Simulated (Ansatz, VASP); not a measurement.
**Two plane-wave programs on CsI**

INCAR

```
SYSTEM = CsI
ALGO     = Normal         ! electronic algorithm
EDIFF    = 1E-6           ! SCF threshold, eV
ENCUT    = 500            ! plane-wave cutoff, eV
GGA      = PE             ! functional
GGA_COMPAT= .False.      
ISIF     = 2              ! what is computed and relaxed
ISMEAR   = 0              ! smearing method
LASPH    = .True.         ! aspherical terms in the spheres
LCHARG   = .False.        ! write CHGCAR
LREAL    = .False.        ! projectors in reciprocal space
LWAVE    = .False.        ! write WAVECAR
NBANDS   = 15             ! bands
NELM     = 120            ! most SCF steps
PREC     = Accurate       ! precision mode
SIGMA    = 0.02           ! smearing width, eV
```

The input KPOINTS:

```
k-points
0
Gamma
  6 6 6
  0 0 0
```

The input POSCAR:

```
CsI
1.0
    4.7122156617      0.0000000000      0.0000000000
    0.0000000000      4.7122156617      0.0000000000
    0.0000000000      0.0000000000      4.7122156617
Cs I
1 1
Direct
    0.0000000000      0.0000000000      0.0000000000
    0.5000000000      0.5000000000      0.5000000000
```

Input for Ansatz:

```yaml
crystal:
  lattice:
    - [4.7122156617, 0.0, 0.0]
    - [0.0, 4.7122156617, 0.0]
    - [0.0, 0.0, 4.7122156617]
  atoms:
    - { symbol: Cs, position: [0.0, 0.0, 0.0] }
    - { symbol: I, position: [0.5, 0.5, 0.5] }
basis:
  ecutwfc: 420
kpoints:
  mp_grid: { grid: [6, 6, 6] }
hamiltonian:
  xc: pbe
scf:
  occupations: { method: gaussian, width: 0.02 }
output:
  forces: true
  stress: true
  eigenvalues: true
```

Alike in both runs: task single point; functional PBE; k mesh 6 × 6 × 6; occupations gaussian, width 0.02 eV; no spin polarisation.

```csv
,VASP,Ansatz
version,VASP 6.6.1,Ansatz 0.2.0
potentials or method,"VASP PAW PBE potentials, release 64 (Cs_sv, I), cutoff 500 eV","scalar-relativistic, plane waves, PAW"
valence electrons in the cell,16,26
```

|  | VASP | Ansatz | Ansatz less VASP |
| --- | --- | --- | --- |
| gap on the k mesh at the Fermi level (eV) | 3.59 | 3.60 | +0.011 |
| least direct gap on the mesh (eV) | 3.69 | 3.70 | +0.008 |
| pressure (GPa) | -0.2 | -0.3 | -0.02 |

VASP's potentials hold 16 valence electrons a cell and Ansatz's 26, so a difference there can come from the potentials and not from the codes.

Spin-orbit coupling is off throughout.
